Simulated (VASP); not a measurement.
# Nb2Te2S (I4/mmm) in VASP: single point with PBE

Aim: the single point of Nb2Te2S with PBE.

Program: VASP 6.6.1. These are calculated values, not measurements. Logs are shortened: lines on timing, memory, paths and dates and some standing lists are left out, and cuts for length are marked.

**1. The cell of the first run**

The structure is tetragonal, space group I4/mmm (No. 139). Conventional cell: a = 4.712 Å, b = 4.712 Å, c = 11.031 Å, α = 90.00°, β = 90.00°, γ = 90.00°. Within 3.6 Å of Nb (site symmetry -4m2) lie 4 Te at 2.73 Å and 4 Nb at 3.33 Å. Te (site symmetry 4mm) has 4 Nb at 2.73 Å and 1 Te at 2.76 Å within 3.6 Å. Within 4.7 Å of S (site symmetry 4/mmm) lie 10 Te at 3.61 to 4.14 Å and 8 Nb at 3.63 Å.

**2. Single point, PBE**

Input file INCAR:

```
PREC = Accurate
ENCUT = 520
EDIFF = 1E-6
ISMEAR = 0
SIGMA = 0.1
LREAL = False
LASPH = True
NELM = 80
ALGO = Normal
ISIF = 2
LWAVE = False
LCHARG = True
GGA = PE
LELF = True
LVHAR = True
NBANDS = 30
```

Input file KPOINTS:

```
regular mesh
0
Gamma
  6 6 6
```

Input file POSCAR:

```
Nb2Te2S
1.0
   -2.3559761700      2.3559761700      5.5153291600
    2.3559761700     -2.3559761700      5.5153291600
    2.3559761700      2.3559761700     -5.5153291600
Nb Te S
2 2 1
Direct
    0.7500000000      0.2500000000      0.5000000000
    0.2500000000      0.7500000000      0.5000000000
    0.3750000000      0.3750000000      0.0000000000
    0.6250000000      0.6250000000      0.0000000000
    0.0000000000      0.0000000000      0.0000000000
```

Potentials or basis: VASP PAW PBE potentials, release 64 (Nb_sv, Te, S).

Started as:

```bash
$ cat potpaw_PBE.64/Nb_sv/POTCAR potpaw_PBE.64/Te/POTCAR potpaw_PBE.64/S/POTCAR > POTCAR
$ mpirun -np 1 vasp_std > vasp.out
```

OUTCAR:

```text
PREC = Accurate
   ENCUT = 520
   EDIFF = 1E-6
   ISMEAR = 0
   LREAL = False
   LASPH = True
   NELM = 80
   ISIF = 2
   GGA = PE

 ion  position               nearest neighbor table
   1  0.750  0.250  0.500-   3 2.73   4 2.73   3 2.73   4 2.73
   2  0.250  0.750  0.500-   3 2.73   4 2.73   3 2.73   4 2.73
   3  0.375  0.375  0.000-   1 2.73   2 2.73   2 2.73   1 2.73   4 2.76
   4  0.625  0.625  0.000-   2 2.73   1 2.73   1 2.73   2 2.73   3 2.76
   5  0.000  0.000  0.000-

  LATTYP: Found a body centered tetragonal cell.
 ALAT       =     4.7119523400
 C/A-ratio  =     2.3409953081

  Lattice vectors:

 A1 = (  -2.3559761700,   2.3559761700,   5.5153291600)
 A2 = (   2.3559761700,  -2.3559761700,   5.5153291600)
 A3 = (   2.3559761700,   2.3559761700,  -5.5153291600)

Analysis of symmetry for initial positions (statically):
=====================================================================
 Subroutine PRICEL returns:
 Original cell was already a primitive cell.

 Routine SETGRP: Setting up the symmetry group for a
 body centered tetragonal supercell.

 Subroutine GETGRP returns: Found 16 space group operations
 (whereof 16 operations were pure point group operations)
 out of a pool of 16 trial point group operations.

The static configuration has the point symmetry D_4h.

Analysis of symmetry for dynamics (positions and initial velocities):
=====================================================================
 Subroutine PRICEL returns:
 Original cell was already a primitive cell.

 Routine SETGRP: Setting up the symmetry group for a
 body centered tetragonal supercell.

 Subroutine GETGRP returns: Found 16 space group operations
 (whereof 16 operations were pure point group operations)
 out of a pool of 16 trial point group operations.

The dynamic configuration has the point symmetry D_4h.

 Subroutine INISYM returns: Found 16 space group operations
 (whereof 16 operations are pure point group operations),
 and found     1 'primitive' translations

----------------------------------------------------------------------------------------

                                     Primitive cell

  volume of cell :     122.4541
[... 84 lines left out ...]
   NGXF,Y,Z  is equivalent  to a cutoff of  24.77, 24.77, 24.77 a.u.
 SYSTEM =  unknown system
   PREC   = accura    normal or accurate (medium, high low for compatibility)
   ISTART =      0    job   : 0-new  1-cont  2-samecut
   ICHARG =      2    charge: 1-file 2-atom 10-const
   ISPIN  =      1    spin polarized calculation?
   LNONCOLLINEAR =      F non collinear calculations
   LSORBIT =      F    spin-orbit coupling
   LASPH  =      T    aspherical Exc in radial PAW
   ENCUT  =  520.0 eV  38.22 Ry    6.18 a.u.  11.98 11.98 11.98*2*pi/ulx,y,z
   NELM   =     80;   NELMIN=  2; NELMDL= -5     # of ELM steps
   EDIFF  = 0.1E-05   stopping-criterion for ELM
   LREAL  =      F    real-space projection
[... 7 lines left out ...]
   TEBEG  =    0.0;   TEEND  =   0.0 temperature during run
   PSTRESS=    0.0 pullay stress
   NELECT =      44.0000    total number of electrons
   NUPDOWN=      -1.0000    fix difference up-down
   EMIN   =  10.00;   EMAX   =-10.00  energy-range for DOS
   EFERMI =   0.00;   METHOD = LEGACY
   ISMEAR =     0;   SIGMA  =   0.10  broadening in eV -4-tet -1-fermi 0-gaus
   EFERMI_NEDOS =   21; number of points for ismear=-14 and -15
   IALGO  =     38    algorithm
   IMIX   =      4    mixing-type and parameters
     AMIX     =   0.40;   BMIX     =  1.00
     AMIX_MAG =   1.60;   BMIX_MAG =  1.00
  volume/ion in A,a.u.               =      24.49       165.27
  Fermi-wavevector in a.u.,A,eV,Ry     =   1.163862  2.199379 18.430094  1.354574
  Thomas-Fermi vector in A             =   2.300406
   LORBIT       =      0    0 simple, 1 ext, 2 COOP (PROOUT), +10 PAW based schemes
   GGA     = PE    functional components
   LHFCALC =     F    Hartree Fock is set to
   AEXX    =    0.0000 exact exchange contribution
   IVDW    =     0    specifies the selected vdW correction
   LEPSILON=     F    determine dielectric tensor
   LRPA    =     F    only Hartree local field effects (RPA)
 non-spin polarized calculation
 Gauss-broadening in eV      SIGMA  =   0.10
  energy-cutoff  :      520.00
  volume of cell :      122.45
 maximum number of plane-waves:      3332
   NGX = 23   NGY = 23   NGZ = 23

 number of electron      43.9999998 magnetization

 Free energy of the ion-electron system (eV)
  ---------------------------------------------------
  ext. energy  EPLUGINS =         0.00000000
  ---------------------------------------------------
  free energy    TOTEN  =       -28.93303412 eV

  energy without entropy =      -28.89905737  energy(sigma->0) =      -28.91604574

 E-fermi :   7.8035     XC(G=0): -10.3041

 val. band max:        7.7960711389   @ k =   0.5000   0.1667  -0.0000
 cond. band min:       7.8117046854   @ k =  -0.3333   0.1667   0.0000
 fundamental gap:      0.0156335465
 Fermi energy:         7.8034817626

 k-point     1 :       0.0000    0.0000    0.0000
  band No.  band energies     occupation
      1     -47.6753      2.00000
      2     -47.6404      2.00000
      3     -23.8370      2.00000
      4     -23.8297      2.00000
      5     -23.8297      2.00000
      6     -23.7755      2.00000
[... 781 lines left out ...]
     29      10.9539      0.00000
     30      11.5146      0.00000

 [... further k-points ...]

------------------------ aborting loop because EDIFF is reached ----------------------------------------

  FORCE on cell =-STRESS in cart. coord.  units (eV):
  Direction    XX          YY          ZZ          XY          YZ          ZX
  --------------------------------------------------------------------------------------
  -------------------------------------------------------------------------------------
  Total       -0.5350767     -0.5350767      2.7846001      0.0000000     -0.0000000      0.0000000
  in kB       -7.0008929     -7.0008929     36.4334425      0.0000000     -0.0000000      0.0000000
  external PRESSURE =       7.4772189 kB  Pullay stress =       0.0000000 kB

 VOLUME and BASIS-vectors are now :
 -----------------------------------------------------------------------------
  energy-cutoff  :      520.00
  volume of cell :      122.45
      direct lattice vectors                 reciprocal lattice vectors
    -2.355976170  2.355976170  5.515329160     0.000000000  0.212226255  0.090656421
     2.355976170 -2.355976170  5.515329160     0.212226255  0.000000000  0.090656421
     2.355976170  2.355976170 -5.515329160     0.212226255  0.212226255  0.000000000

 POSITION                                       TOTAL-FORCE (eV/Angst)
 -----------------------------------------------------------------------------------
      0.00000      2.35598      2.75766         0.000000      0.000000      0.000000
      2.35598      0.00000      2.75766         0.000000      0.000000      0.000000
      0.00000      0.00000      4.13650        -0.000000     -0.000000     -1.380156
      0.00000      0.00000      6.89416         0.000000      0.000000      1.380156
      0.00000      0.00000      0.00000         0.000000      0.000000      0.000000
 -----------------------------------------------------------------------------------
    total drift:                                0.000000     -0.000000      0.000000

  FREE ENERGIE OF THE ION-ELECTRON SYSTEM (eV)
  ---------------------------------------------------
  free  energy   TOTEN  =       -28.9330341181 eV

  energy  without entropy=      -28.8990573676  energy(sigma->0) =      -28.91604574
```

OSZICAR:

```text
N       E                     dE             d eps       ncg     rms          rms(c)
DAV:   1     0.393490876297E+03    0.39349E+03   -0.21501E+04  1824   0.135E+03
DAV:   2     0.438258877728E+01   -0.38911E+03   -0.37863E+03  2334   0.451E+02
DAV:   3    -0.278383452229E+02   -0.32221E+02   -0.31282E+02  2840   0.103E+02
DAV:   4    -0.308247580500E+02   -0.29864E+01   -0.29519E+01  2966   0.285E+01
DAV:   5    -0.309243995319E+02   -0.99641E-01   -0.99238E-01  2918   0.432E+00    0.132E+01
DAV:   6    -0.298008665255E+02    0.11235E+01   -0.16235E+01  2864   0.182E+01    0.791E+00
DAV:   7    -0.290692023545E+02    0.73166E+00   -0.65382E+00  2890   0.987E+00    0.467E+00
DAV:   8    -0.289265405207E+02    0.14266E+00   -0.70804E-01  2500   0.415E+00    0.199E+00
DAV:   9    -0.289343841056E+02   -0.78436E-02   -0.81336E-02  2774   0.136E+00    0.951E-01
DAV:  10    -0.289329253191E+02    0.14588E-02   -0.22129E-02  2650   0.790E-01    0.632E-01
DAV:  11    -0.289333831904E+02   -0.45787E-03   -0.60941E-03  2636   0.393E-01    0.174E-01
DAV:  12    -0.289330179417E+02    0.36525E-03   -0.11761E-03  2714   0.153E-01    0.673E-02
DAV:  13    -0.289330361749E+02   -0.18233E-04   -0.11428E-04  2704   0.507E-02    0.264E-02
DAV:  14    -0.289330339583E+02    0.22166E-05   -0.12593E-05  2178   0.238E-02    0.159E-02
DAV:  15    -0.289330341181E+02   -0.15987E-06   -0.15816E-06  1504   0.648E-03
   1 F= -.28933034E+02 E0= -.28916046E+02  d E =-.339768E-01
```

stdout:

```text
POSCAR found type information on POSCAR NbTeS
 POSCAR found :  3 types and       5 ions
 scaLAPACK will be used
 LDA part: xc-table for (Slater+PW92), standard interpolation
 POSCAR, INCAR and KPOINTS ok, starting setup
 FFT: planning ... GRIDC
 FFT: planning ... GRID_SOFT
 FFT: planning ... GRID
 WAVECAR not read
 entering main loop
```

It took 2.3 min on 1 thread of AMD EPYC 7R13 (Zen 3), shared host; peak memory 0.35 GiB.

Results:

```yaml
Free_energy: -28.9330 eV
Pressure: 0.7 GPa
Largest_force: 1.380 eV/Å
Band_gap_on_the_k_mesh: zero (band 22 reaches 8.13 eV, above the bottom of band 23 at 7.60 eV)
```

Forces on the atoms (eV/Å):
```
Nb   0.000  0.000  0.000
Nb   0.000  0.000  0.000
Te   0.000  0.000 -1.380
Te   0.000  0.000  1.380
S    0.000  0.000  0.000
```

Stress tensor (GPa, compression positive):
```
-0.70  0.00  0.00
 0.00 -0.70  0.00
 0.00  0.00  3.64
```

Caveat: spin-orbit coupling is left out, which moves the levels of the heavy elements; forces of over 1 eV/Å act on the atoms, so gaps and moduli don't describe the material at rest.
